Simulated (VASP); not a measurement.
# Nb (Pm-3m) in VASP: single point with PBEsol

Aim: the single point of Nb with PBEsol.

Everything below comes from runs of VASP 6.6.1. Logs are shortened: lines on timing, memory, paths and dates and some standing lists are left out, and cuts for length are marked.

## Step 1: The cell of the first run

It takes space group Pm-3m (No. 221, cubic). The conventional cell has a = 2.676 Å, b = 2.676 Å, c = 2.676 Å, α = 90.00°, β = 90.00°, γ = 90.00°. Within 3.5 Å of Nb (site symmetry m-3m) lie 6 Nb at 2.68 Å.

## Step 2: Single point, PBEsol

INCAR

```
SYSTEM = Nb
PREC = Accurate ; ENCUT = 520
EDIFF = 1E-7 ; ISMEAR = -1
SIGMA = 0.13605693000000002 ; LREAL = .FALSE.
LASPH = .TRUE. ; NELM = 100
ALGO = Normal ; ISIF = 2
LWAVE = .FALSE. ; LCHARG = .FALSE.
GGA = PS ; NBANDS = 12
```

KPOINTS

```
Automatic mesh
0
G
  12 12 12
  0 0 0
```

POSCAR

```
Nb
1.0
    2.6764760247      0.0000000000      0.0000000000
    0.0000000000      2.6764760247      0.0000000000
    0.0000000000      0.0000000000      2.6764760247
Nb
1
Direct
    0.0000000000      0.0000000000      0.0000000000
```

Potentials or basis: VASP PAW PBE potentials, release 64 (Nb_sv).

Started as:

```console
cat potpaw_PBE.64/Nb_sv/POTCAR > POTCAR
mpirun -np 1 vasp_std > vasp.out
```

OUTCAR:

```text
SYSTEM = Nb
   PREC = Accurate
   ENCUT = 520
   EDIFF = 1E-7
   ISMEAR = -1
   LREAL = .FALSE.
   LASPH = .TRUE.
   NELM = 100
   ISIF = 2
   GGA = PS

 ion  position               nearest neighbor table
   1  0.000  0.000  0.000-

  LATTYP: Found a simple cubic cell.
 ALAT       =     2.6764760247

  Lattice vectors:

 A1 = (   2.6764760247,   0.0000000000,   0.0000000000)
 A2 = (   0.0000000000,   2.6764760247,   0.0000000000)
 A3 = (   0.0000000000,   0.0000000000,   2.6764760247)

Analysis of symmetry for initial positions (statically):
=====================================================================
 Subroutine PRICEL returns:
 Original cell was already a primitive cell.

 Routine SETGRP: Setting up the symmetry group for a
 simple cubic supercell.

 Subroutine GETGRP returns: Found 48 space group operations
 (whereof 48 operations were pure point group operations)
 out of a pool of 48 trial point group operations.

The static configuration has the point symmetry O_h .

Analysis of symmetry for dynamics (positions and initial velocities):
=====================================================================
 Subroutine PRICEL returns:
 Original cell was already a primitive cell.

 Routine SETGRP: Setting up the symmetry group for a
 simple cubic supercell.

 Subroutine GETGRP returns: Found 48 space group operations
 (whereof 48 operations were pure point group operations)
 out of a pool of 48 trial point group operations.

The dynamic configuration has the point symmetry O_h .

 Subroutine INISYM returns: Found 48 space group operations
 (whereof 48 operations are pure point group operations),
 and found     1 'primitive' translations

----------------------------------------------------------------------------------------

                                     Primitive cell

  volume of cell :      19.1730

  direct lattice vectors                    reciprocal lattice vectors
     2.676476025  0.000000000  0.000000000     0.373625615  0.000000000  0.000000000
     0.000000000  2.676476025  0.000000000     0.000000000  0.373625615  0.000000000
     0.000000000  0.000000000  2.676476025     0.000000000  0.000000000  0.373625615

  length of vectors
     2.676476025  2.676476025  2.676476025     0.373625615  0.373625615  0.373625615

  position of ions in fractional coordinates (direct lattice)
     0.000000000  0.000000000  0.000000000

  ion indices of the primitive-cell ions
   primitive index   ion index
                 1           1
[... 73 lines left out ...]
   LREAL  =      F    real-space projection
   EDIFFG = 0.1E-05   stopping-criterion for IOM
   NSW    =      0    number of steps for IOM
   IBRION =     -1    ionic relax: 0-MD 1-quasi-New 2-CG
   NFREE  =      0    steps in history (QN), initial steepest desc. (CG)
   ISIF   =      2    stress and relaxation
   ISYM   =      2    0-nonsym 1-usesym 2-fastsym
   POTIM  = 0.5000    time-step for ionic-motion
   TEBEG  =    0.0;   TEEND  =   0.0 temperature during run
   PSTRESS=    0.0 pullay stress
   NELECT =      13.0000    total number of electrons
   NUPDOWN=      -1.0000    fix difference up-down
   EMIN   =  10.00;   EMAX   =-10.00  energy-range for DOS
   EFERMI =   0.00;   METHOD = LEGACY
   ISMEAR =    -1;   SIGMA  =   0.14  broadening in eV -4-tet -1-fermi 0-gaus
   EFERMI_NEDOS =   21; number of points for ismear=-14 and -15
   IALGO  =     38    algorithm
   IMIX   =      4    mixing-type and parameters
     AMIX     =   0.40;   BMIX     =  1.00
     AMIX_MAG =   1.60;   BMIX_MAG =  1.00
  volume/ion in A,a.u.               =      19.17       129.39
  Fermi-wavevector in a.u.,A,eV,Ry     =   1.438222  2.717845 28.143413  2.068482
  Thomas-Fermi vector in A             =   2.557213
   LORBIT       =      0    0 simple, 1 ext, 2 COOP (PROOUT), +10 PAW based schemes
   GGA     = PS    functional components
   LHFCALC =     F    Hartree Fock is set to
   AEXX    =    0.0000 exact exchange contribution
   IVDW    =     0    specifies the selected vdW correction
   LEPSILON=     F    determine dielectric tensor
   LRPA    =     F    only Hartree local field effects (RPA)
 non-spin polarized calculation
  energy-cutoff  :      520.00
  volume of cell :       19.17
 maximum number of plane-waves:       552
 NGX is ok and might be reduce to    20
   NGX =  9   NGY =  9   NGZ =  9

 number of electron      12.9999999 magnetization

 Free energy of the ion-electron system (eV)
  ---------------------------------------------------
  ext. energy  EPLUGINS =         0.00000000
  ---------------------------------------------------
  free energy    TOTEN  =        -9.97084801 eV

  energy without entropy =       -9.91050891  energy(sigma->0) =       -9.94067846

 E-fermi :  10.2979     XC(G=0): -12.1945

 val. band max:       10.2286684144   @ k =   0.4167   0.4167   0.1667
 cond. band min:      10.3323507979   @ k =   0.3333   0.0000   0.0000
 fundamental gap:      0.1036823835
 Fermi energy:        10.2978589876

 k-point     1 :       0.0000    0.0000    0.0000
  band No.  band energies     occupation
      1     -44.2754      2.00000
      2     -19.4732      2.00000
      3     -19.4732      2.00000
      4     -19.4731      2.00000
      5       4.5579      2.00000
      6       7.3300      2.00000
      7       7.3300      2.00000
      8      15.6879      0.00000
      9      15.6879      0.00000
     10      15.6879      0.00000
     11      25.2713      0.00000
     12      25.2713      0.00000
[... 331 lines left out ...]
 k-point    24 :       0.4167    0.3333    0.0000
  band No.  band energies     occupation
      1     -43.9065      2.00000
      2     -20.8475      2.00000
      3     -20.5297      2.00000
      4     -19.2173      2.00000
      5       6.8525      2.00000
      6       8.7851      1.99997
      7      12.8971      0.00000
      8      13.1021      0.00000
      9      13.5275      0.00000
     10      14.8036      0.00000
     11      19.9028      0.00000
     12      24.9371      0.00000

 [... further k-points ...]
[... 5 lines left out ...]
  --------------------------------------------------------------------------------------
  -------------------------------------------------------------------------------------
  Total        0.1765574      0.1765574      0.1765574      0.0000000      0.0000000     -0.0000000
  in kB       14.7538887     14.7538887     14.7538887      0.0000000      0.0000000     -0.0000000
  external PRESSURE =      14.7538887 kB  Pullay stress =       0.0000000 kB

 VOLUME and BASIS-vectors are now :
 -----------------------------------------------------------------------------
  energy-cutoff  :      520.00
  volume of cell :       19.17
      direct lattice vectors                 reciprocal lattice vectors
     2.676476025  0.000000000  0.000000000     0.373625615  0.000000000  0.000000000
     0.000000000  2.676476025  0.000000000     0.000000000  0.373625615  0.000000000
     0.000000000  0.000000000  2.676476025     0.000000000  0.000000000  0.373625615

 POSITION                                       TOTAL-FORCE (eV/Angst)
 -----------------------------------------------------------------------------------
      0.00000      0.00000      0.00000         0.000000      0.000000      0.000000
 -----------------------------------------------------------------------------------
    total drift:                                0.000000      0.000000     -0.000000

  FREE ENERGIE OF THE ION-ELECTRON SYSTEM (eV)
  ---------------------------------------------------
  free  energy   TOTEN  =        -9.9708480114 eV

  energy  without entropy=       -9.9105089129  energy(sigma->0) =       -9.94067846
```

It took 20 s on 1 thread of Intel Xeon 8259CL, shared host; peak memory 0.13 GiB.

Results:

* Free energy: -9.9708 eV
* Pressure: 1.5 GPa

Levels at points of the mesh, in eV from the Fermi level:
| k point | band 4 | band 5 | band 6 | band 7 | band 8 | band 9 | band 10 | band 11 |
| --- | --- | --- | --- | --- | --- | --- | --- | --- |
| (0.00, 0.00, 0.00) | -29.77 | -5.74 | -2.97 | -2.97 | 5.39 | 5.39 | 5.39 | 14.97 |
| (0.50, 0.00, 0.00) | -29.61 | -2.58 | -2.02 | 0.59 | 1.91 | 1.91 | 5.75 | 10.24 |
| (0.50, 0.50, 0.00) | -29.47 | -4.37 | -1.07 | 2.64 | 2.64 | 6.03 | 6.03 | 7.75 |
| (0.50, 0.50, 0.50) | -30.95 | -2.70 | -2.70 | -2.70 | 7.32 | 8.00 | 8.00 | 12.88 |

Caveat: the PAW data sets were made with another functional, which shifts forces and pressure a little.
